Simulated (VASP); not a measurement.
# NaPbBr3 (Pm-3m) in VASP: a series of runs

Aim: see how the results for NaPbBr3 move with the level of theory and the settings. Levels: PBE, r2SCAN. Tasks: single point.

Everything below comes from runs of VASP 6.6.1. Logs are shortened: lines on timing, memory, paths and dates and some standing lists are left out, and cuts for length are marked.

**1. The cell of the first run**

Symmetry: Pm-3m, No. 221, cubic system. The conventional cell has a = 5.910 Å, b = 5.910 Å, c = 5.910 Å, α = 90.00°, β = 90.00°, γ = 90.00°. Within 5.5 Å of Na (site symmetry m-3m) lie 12 Br at 4.18 Å and 8 Pb at 5.12 Å. Within 3.9 Å of Pb (site symmetry m-3m) lie 6 Br at 2.95 Å. Br (site symmetry 4/mmm) has 2 Pb at 2.95 Å within 3.9 Å.

**2. Single point, PBE**

INCAR reads:

```
PREC = Accurate
ENCUT = 520
EDIFF = 1E-6
ISMEAR = 0
SIGMA = 0.01
LREAL = False
LASPH = True
NELM = 100
ALGO = Normal
ISIF = 2
LWAVE = False
LCHARG = True
GGA = PE
LELF = True
LVHAR = True
NBANDS = 29
```

KPOINTS reads:

```
regular mesh
0
Gamma
  4 4 4
```

POSCAR reads:

```
NaPbBr3
1.0
    5.9098581565      0.0000000000      0.0000000000
    0.0000000000      5.9098581565      0.0000000000
    0.0000000000      0.0000000000      5.9098581565
Na Pb Br
1 1 3
Direct
    0.0000000000      0.0000000000      0.0000000000
    0.5000000000      0.5000000000      0.5000000000
    0.5000000000      0.5000000000      0.0000000000
    0.5000000000      0.0000000000      0.5000000000
    0.0000000000      0.5000000000      0.5000000000
```

Potentials or basis: VASP PAW PBE potentials, release 64 (Na_pv, Pb_d, Br).

On the command line:

```bash
$ cat potpaw_PBE.64/Na_pv/POTCAR potpaw_PBE.64/Pb_d/POTCAR potpaw_PBE.64/Br/POTCAR > POTCAR
$ mpirun -np 1 vasp_std > vasp.out
```

OUTCAR:

```text
PREC = Accurate
   ENCUT = 520
   EDIFF = 1E-6
   ISMEAR = 0
   LREAL = False
   LASPH = True
   NELM = 100
   ISIF = 2
   GGA = PE

 ion  position               nearest neighbor table
   1  0.000  0.000  0.000-
   2  0.500  0.500  0.500-   3 2.95   4 2.95   5 2.95   3 2.95   4 2.95   5 2.95
   3  0.500  0.500  0.000-   2 2.95   2 2.95
   4  0.500  0.000  0.500-   2 2.95   2 2.95
   5  0.000  0.500  0.500-   2 2.95   2 2.95

  LATTYP: Found a simple cubic cell.
 ALAT       =     5.9098581565

  Lattice vectors:

 A1 = (   5.9098581565,   0.0000000000,   0.0000000000)
 A2 = (   0.0000000000,   5.9098581565,   0.0000000000)
 A3 = (   0.0000000000,   0.0000000000,   5.9098581565)

Analysis of symmetry for initial positions (statically):
=====================================================================
 Subroutine PRICEL returns:
 Original cell was already a primitive cell.

 Routine SETGRP: Setting up the symmetry group for a
 simple cubic supercell.

 Subroutine GETGRP returns: Found 48 space group operations
 (whereof 48 operations were pure point group operations)
 out of a pool of 48 trial point group operations.

The static configuration has the point symmetry O_h .

Analysis of symmetry for dynamics (positions and initial velocities):
=====================================================================
 Subroutine PRICEL returns:
 Original cell was already a primitive cell.

 Routine SETGRP: Setting up the symmetry group for a
 simple cubic supercell.

 Subroutine GETGRP returns: Found 48 space group operations
 (whereof 48 operations were pure point group operations)
 out of a pool of 48 trial point group operations.

The dynamic configuration has the point symmetry O_h .

 Subroutine INISYM returns: Found 48 space group operations
 (whereof 48 operations are pure point group operations),
 and found     1 'primitive' translations

----------------------------------------------------------------------------------------

                                     Primitive cell

  volume of cell :     206.4102

  direct lattice vectors                    reciprocal lattice vectors
     5.909858157  0.000000000  0.000000000     0.169208799  0.000000000  0.000000000
     0.000000000  5.909858157  0.000000000     0.000000000  0.169208799  0.000000000
[... 74 lines left out ...]
   ENCUT  =  520.0 eV  38.22 Ry    6.18 a.u.  10.99 10.99 10.99*2*pi/ulx,y,z
   NELM   =    100;   NELMIN=  2; NELMDL= -5     # of ELM steps
   EDIFF  = 0.1E-05   stopping-criterion for ELM
   LREAL  =      F    real-space projection
   EDIFFG = 0.1E-04   stopping-criterion for IOM
   NSW    =      0    number of steps for IOM
   IBRION =     -1    ionic relax: 0-MD 1-quasi-New 2-CG
   NFREE  =      0    steps in history (QN), initial steepest desc. (CG)
   ISIF   =      2    stress and relaxation
   ISYM   =      2    0-nonsym 1-usesym 2-fastsym
   POTIM  = 0.5000    time-step for ionic-motion
   TEBEG  =    0.0;   TEEND  =   0.0 temperature during run
   PSTRESS=    0.0 pullay stress
   NELECT =      42.0000    total number of electrons
   NUPDOWN=      -1.0000    fix difference up-down
   EMIN   =  10.00;   EMAX   =-10.00  energy-range for DOS
   EFERMI =   0.00;   METHOD = LEGACY
   ISMEAR =     0;   SIGMA  =   0.01  broadening in eV -4-tet -1-fermi 0-gaus
   EFERMI_NEDOS =   21; number of points for ismear=-14 and -15
   IALGO  =     38    algorithm
   IMIX   =      4    mixing-type and parameters
     AMIX     =   0.40;   BMIX     =  1.00
     AMIX_MAG =   1.60;   BMIX_MAG =  1.00
  volume/ion in A,a.u.               =      41.28       278.58
  Fermi-wavevector in a.u.,A,eV,Ry     =   0.962899  1.819616 12.614983  0.927175
  Thomas-Fermi vector in A             =   2.092398
   LORBIT       =      0    0 simple, 1 ext, 2 COOP (PROOUT), +10 PAW based schemes
   GGA     = PE    functional components
   LHFCALC =     F    Hartree Fock is set to
   AEXX    =    0.0000 exact exchange contribution
   IVDW    =     0    specifies the selected vdW correction
   LEPSILON=     F    determine dielectric tensor
   LRPA    =     F    only Hartree local field effects (RPA)
 non-spin polarized calculation
 Gauss-broadening in eV      SIGMA  =   0.01
  energy-cutoff  :      520.00
  volume of cell :      206.41
 maximum number of plane-waves:      5590
 NGX is ok and might be reduce to    48
   NGX = 21   NGY = 21   NGZ = 21

 number of electron      42.0000002 magnetization

 Free energy of the ion-electron system (eV)
  ---------------------------------------------------
  ext. energy  EPLUGINS =         0.00000000
  ---------------------------------------------------
  free energy    TOTEN  =       -14.72753042 eV

  energy without entropy =      -14.72753042  energy(sigma->0) =      -14.72753042

 E-fermi :   0.6640     XC(G=0):  -6.8801

 val. band max:        0.5786003501   @ k =   0.5000   0.5000   0.5000
 cond. band min:       2.1471772244   @ k =   0.0000   0.0000   0.0000
 fundamental gap:      1.5685768744
 Fermi energy:         0.6640135894

 k-point     1 :       0.0000    0.0000    0.0000
  band No.  band energies     occupation
      1     -25.0256      2.00000
      2     -25.0256      2.00000
      3     -25.0256      2.00000
      4     -16.2375      2.00000
      5     -16.2375      2.00000
      6     -16.0938      2.00000
[... 309 lines left out ...]
     28       6.5801      0.00000
     29       7.5555      0.00000

------------------------ aborting loop because EDIFF is reached ----------------------------------------

  FORCE on cell =-STRESS in cart. coord.  units (eV):
  Direction    XX          YY          ZZ          XY          YZ          ZX
  --------------------------------------------------------------------------------------
  -------------------------------------------------------------------------------------
  Total        0.5713545      0.5713545      0.5713545      0.0000000     -0.0000000      0.0000000
  in kB        4.4349125      4.4349125      4.4349125      0.0000000     -0.0000000      0.0000000
  external PRESSURE =       4.4349125 kB  Pullay stress =       0.0000000 kB

 VOLUME and BASIS-vectors are now :
 -----------------------------------------------------------------------------
  energy-cutoff  :      520.00
  volume of cell :      206.41
      direct lattice vectors                 reciprocal lattice vectors
     5.909858157  0.000000000  0.000000000     0.169208799  0.000000000  0.000000000
     0.000000000  5.909858157  0.000000000     0.000000000  0.169208799  0.000000000
     0.000000000  0.000000000  5.909858157     0.000000000  0.000000000  0.169208799

 POSITION                                       TOTAL-FORCE (eV/Angst)
 -----------------------------------------------------------------------------------
      0.00000      0.00000      0.00000         0.000000      0.000000      0.000000
      2.95493      2.95493      2.95493         0.000000      0.000000      0.000000
      2.95493      2.95493      0.00000         0.000000      0.000000      0.000000
      2.95493      0.00000      2.95493         0.000000      0.000000      0.000000
      0.00000      2.95493      2.95493         0.000000      0.000000      0.000000
 -----------------------------------------------------------------------------------
    total drift:                                0.000000     -0.000000     -0.000000

  FREE ENERGIE OF THE ION-ELECTRON SYSTEM (eV)
  ---------------------------------------------------
  free  energy   TOTEN  =       -14.7275304195 eV

  energy  without entropy=      -14.7275304195  energy(sigma->0) =      -14.72753042
```

It took 68 s on 1 thread of AMD EPYC 7R13 (Zen 3), shared host; peak memory 0.31 GiB.

Results:

```
Free energy            : -14.7275 eV
Pressure               : 0.4 GPa
Band gap on the k mesh : 1.57 eV, indirect (least direct gap 1.65 eV)
```

Caveat: spin-orbit coupling is left out, which moves the levels of the heavy elements. A k mesh can miss the band edges.

**3. Single point, r2SCAN**

POSCAR is that of step 2.

INCAR.step1 reads:

```
PREC = Accurate ; ENCUT = 520
ISMEAR = 0 ; SIGMA = 0.01
LREAL = False ; LASPH = True
NELM = 100 ; NBANDS = 29
GGA = PE ; ALGO = Normal
EDIFF = 1E-4 ; LWAVE = True
LCHARG = False
```

INCAR.step2 reads:

```
PREC = Accurate ; ENCUT = 520
EDIFF = 1E-7 ; ISMEAR = 0
SIGMA = 0.01 ; LREAL = False
LASPH = True ; NELM = 100
ALGO = Normal ; ISIF = 2
LWAVE = False ; LCHARG = True
METAGGA = R2SCAN ; LMIXTAU = True
LELF = True ; LVHAR = True
NBANDS = 29 ; ISTART = 1
```

KPOINTS is that of step 2.

Potentials or basis: VASP PAW PBE potentials, release 64 (Na_pv, Pb_d, Br).

On the command line:

```bash
$ cat potpaw_PBE.64/Na_pv/POTCAR potpaw_PBE.64/Pb_d/POTCAR potpaw_PBE.64/Br/POTCAR > POTCAR
$ cp INCAR.step1 INCAR
$ mpirun -np 1 vasp_std > vasp.out
$ cp INCAR.step2 INCAR
$ mpirun -np 1 vasp_std > vasp.out
```

Wall time 4.7 min (1 thread of AMD EPYC 7R13 (Zen 3), shared host); peak memory 0.36 GiB.

Results (log left out):

```yaml
Free_energy: -105.2508 eV
Pressure: 0.0 GPa
Band_gap_on_the_k_mesh: 2.03 eV, direct
```

Levels at points of the mesh, in eV from the valence-band top:
| k point | band 17 | band 18 | band 19 | band 20 | band 21 | band 22 | band 23 | band 24 | band 25 | band 26 |
| --- | --- | --- | --- | --- | --- | --- | --- | --- | --- | --- |
| (0.00, 0.00, 0.00) | -2.18 | -2.18 | -2.15 | -2.15 | -2.15 | 2.16 | 5.92 | 5.92 | 6.41 | 6.41 |
| (0.50, 0.00, 0.00) | -2.38 | -2.27 | -2.15 | -2.15 | -1.47 | 2.98 | 3.45 | 4.27 | 5.82 | 5.82 |
| (0.50, 0.50, 0.00) | -2.36 | -2.36 | -2.33 | -1.71 | -0.71 | 2.53 | 2.53 | 3.75 | 5.32 | 5.40 |
| (0.50, 0.50, 0.50) | -2.32 | -1.71 | -1.71 | -1.71 | 0.00 | 2.03 | 2.03 | 2.03 | 3.01 | 6.56 |

Caveat: the PAW data sets were made with another functional, which shifts forces and pressure a little; spin-orbit coupling is left out, which moves the levels of the heavy elements. A k mesh can miss the band edges.
